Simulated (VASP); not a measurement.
The system is Hf.

```
Hf
1.0
     3.19670    0.00000    0.00000
    -1.59835    2.76842    0.00000
     0.00000    0.00000    5.05780
Hf
2
Direct
  0.33333 0.66667 0.25000
  0.66667 0.33333 0.75000
```

```yaml
Program: VASP 6.6.1
Task: relaxation of cell and atoms
Functional: LDA
Potentials_or_basis: VASP PAW LDA potentials, release 64 (Hf_pv)
Cutoff: 600 eV
k_mesh: 9 × 9 × 5
Occupations: fermi-dirac, width 0.1 eV
Spin: no spin polarisation
```

At the start: pressure -7.7 GPa; volume 22.38 Å³/atom.

Task: Where does the relaxation end?

Result: Over 7 steps the energy falls by 39.2 meV/atom and the volume is 20.79 Å³/atom (-7.1 %); space group P6_3/mmc (No. 194, to 0.1 Å) before and after.

Step by step:
| step | energy change (eV) | largest force (eV/Å) | pressure (GPa) | volume (Å³) |
| --- | --- | --- | --- | --- |
| 1 | 0.0000 | 0.0000 | -7.68 | 44.76 |
| 2 | 0.0495 | 0.0000 | 12.47 | 38.17 |
| 3 | -0.0780 | 0.0000 | -0.18 | 41.73 |
| 4 | -0.0780 | 0.0000 | -0.01 | 41.67 |
| 5 | -0.0780 | 0.0000 | 0.17 | 41.61 |
| 6 | -0.0784 | 0.0000 | 0.18 | 41.59 |
| 7 | -0.0784 | 0.0000 | 0.18 | 41.59 |

Final structure:
```
Hf
1.0
     3.11324    0.00000    0.00000
    -1.55662    2.69614    0.00000
     0.00000    0.00000    4.95485
Hf
2
Cartesian
  0.0000 1.7974 1.2387
  1.5566 0.8987 3.7161
```
